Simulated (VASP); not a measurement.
Write the native input for VASP 6.6.1 that does the following.

```yaml
Task: single point
Functional: PBE
Potentials_or_basis: VASP PAW PBE potentials, release 64 (V_sv)
Cutoff: 520 eV
k_mesh: 19 × 19 × 19
Occupations: fermi-dirac, width 0.03 eV
Spin: collinear spin, ferromagnetic start
Starting_moments: "[1.5] μB"
Dipole_correction: no
Further_INCAR_settings: ALGO = Normal; EDIFF = 1e-07; NBANDS = 16
```

The structure of V lies in POSCAR:

```
V
1.0
   -1.5028453316      1.5028453316      1.5028453316
    1.5028453316     -1.5028453316      1.5028453316
    1.5028453316      1.5028453316     -1.5028453316
V
1
Direct
    0.0000000000      0.0000000000      0.0000000000
```

One way to write it, as run:

INCAR

```
PREC = Accurate ; ENCUT = 520
EDIFF = 1E-7 ; ISMEAR = -1
SIGMA = 0.03 ; LREAL = False
LASPH = True ; NELM = 150
ALGO = Normal ; ISIF = 2
LWAVE = False ; LCHARG = False
ISPIN = 2 ; MAGMOM = 1.5
LORBIT = 11 ; LMAXMIX = 4
GGA = PE ; NBANDS = 16
```

KPOINTS

```
regular mesh
0
Gamma
  19 19 19
```

Potentials or basis: VASP PAW PBE potentials, release 64 (V_sv).

Run with:

```sh
$ cat potpaw_PBE.64/V_sv/POTCAR > POTCAR
$ mpirun -np 1 vasp_std > vasp.out
```

It gave:

* Pressure: -1.5 GPa
* Net moment: 0.00 μB per cell
* Valence electrons inside the program's atomic spheres: V 11.64

It took 34 s on 1 thread of Intel(R) Xeon(R) 6975P-C (Granite Rapids), with other jobs on the host, peak memory 0.18 GiB.
